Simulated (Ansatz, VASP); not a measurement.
# Rh in VASP and in Ansatz

File INCAR:

```
SYSTEM = Rh
  ALGO = Normal
  DIPOL = 0.5 0.5 0.500
  EDIFF = 1E-7
  ENCUT = 520
  GGA = CA
  IDIPOL = 3
  ISIF = 2
  ISMEAR = -1
  LASPH = .True.
  LCHARG = .False.
  LDIPOL = .True.
  LREAL = .False.
  LWAVE = .False.
  NBANDS = 22
  NELM = 60
  PREC = Accurate
  SIGMA = 0.05
```

Contents of KPOINTS:

```
k-points
0
Gamma
  13 13 1
  0 0 0
```

Contents of POSCAR:

```
Rh
1.0
    2.6588071601      0.0000000000      0.0000000000
   -0.8862690534      2.5067474304      0.0000000000
    0.0000000000      0.0000000000     18.1709000000
Rh
2
Direct
    0.2500000000      0.2500000000      0.4435143558
    0.7500000000      0.7500000000      0.5564856442
```

Input for Ansatz:

```yaml
crystal:
  lattice:
    - [2.6588071601, 0.0, 0.0]
    - [-0.8862690534, 2.5067474304, 0.0]
    - [0.0, 0.0, 18.1709]
  atoms:
    - { symbol: Rh, position: [0.25, 0.25, 0.4435143558] }
    - { symbol: Rh, position: [0.75, 0.75, 0.5564856442] }
kpoints:
  mp_grid: { grid: [13, 13, 1] }
scf:
  occupations: { method: fermi_dirac, width: 0.05 }
hamiltonian:
  xc: lda
  pseudopotentials: { kind: all_electron, datasets: crystal }
output:
  forces: true
  stress: true
  eigenvalues: true
efield:
  axis: 3
  amplitude: 0
  dipole_correction: true
```

Alike in both runs: task single point; functional LDA; k mesh 13 × 13 × 1; occupations fermi-dirac, width 0.05 eV; no spin polarisation.

|  | VASP | Ansatz |
| --- | --- | --- |
| version | VASP 6.6.1 | Ansatz 0.2.0 |
| potentials or method | VASP PAW LDA potentials, release 64 (Rh_pv), cutoff 520 eV | all-electron PAW with datasets made for the slab, scalar-relativistic |

|  | VASP | Ansatz | Ansatz less VASP |
| --- | --- | --- | --- |
| gap on the k mesh at the Fermi level (eV) | none | none | - |
| rms of the force components (eV/Å) | 0.395 | 0.419 | +0.0232 |

LDA's correlation is that of Perdew and Zunger in VASP and of Perdew and Wang (1992) in Ansatz. Atom by atom the forces differ by 0.023 eV/Å (rms over components). A gap of «none» marks a metal or a gap that the smearing closes. Ansatz ran all-electron here, and VASP with PAW potentials.
